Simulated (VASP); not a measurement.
Runs of VASP 6.6.1 on Pt3Pb. The structure is that of space group Pm-3m (No. 221), or close to it. The cells are those of the table. 

```csv
task,cell,cutoff (eV),gap on the mesh (eV),pressure (GPa)
single point,"a = 3.941 Å, 4 atoms",520,none,21.1
relaxation of cell and atoms,"relaxed from a = 4.058 Å, 4 atoms",600,none,0.0
relaxation of cell and atoms,"relaxed to 20 GPa from a = 4.058 Å, 4 atoms",600,none,20.0
relaxation of cell and atoms,"relaxed to 5 GPa from a = 4.058 Å, 4 atoms",600,none,5.0
relaxation of cell and atoms,"relaxed to 10 GPa from a = 4.058 Å, 4 atoms",600,none,10.0
single point,"a = 3.986 Å, 4 atoms",520,none,(a)
single point,"a = 4.012 Å, 4 atoms",520,none,5.7
single point,"a = 4.040 Å, 4 atoms",520,none,0.7
```

Alike in all rows: level LDA; potentials or basis VASP PAW LDA potentials, release 64 (Pt, Pb_d); no spin polarisation; k mesh 6 × 6 × 6; smearing fermi-dirac 0.1 eV.

**Question.** Estimate the missing entries.

**Answer.** (a) 10.9.

Caveats: spin-orbit coupling is left out, which moves the levels of the heavy elements; the cell stands under pressure (at least some runs); the cell is relaxed towards a set pressure, so the run minimises the enthalpy, not the energy (at least some runs).

A k mesh can miss the band edges, and the runs leave out spin-orbit coupling on Pb, Pt.

A gap of «none» marks levels without a gap at the run's occupations.
